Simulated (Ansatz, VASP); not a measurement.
**Two plane-wave programs on Ti**

```
Ti
1.0
     3.03314    0.00000    0.00000
    -1.51657    2.62678    0.00000
     0.00000    0.00000    4.43262
Ti
2
Direct
  0.33333 0.66667 0.25000
  0.66667 0.33333 0.75000
```

Alike in both runs: task single point; functional LDA; k mesh 21 × 21 × 12; occupations gaussian, width 0.15 eV; no spin polarisation.

```csv
,VASP,Ansatz
version,VASP 6.6.1,Ansatz 0.2.0
potentials or method,"VASP PAW LDA potentials, release 64 (Ti_sv), cutoff 520 eV","scalar-relativistic, plane waves, PAW"
valence electrons in the cell,24,24
```

```tsv
	VASP	Ansatz	Ansatz less VASP
gap on the k mesh at the Fermi level (eV)	none	none	-
pressure (GPa)	-9.6	-9.6	+0.07
traceless stress, the component that is largest in VASP (GPa)	4.49	4.51	+0.022
```

LDA's correlation is that of Perdew and Zunger in VASP and of Perdew and Wang (1992) in Ansatz. A gap of «none» marks a metal or a gap that the smearing closes.
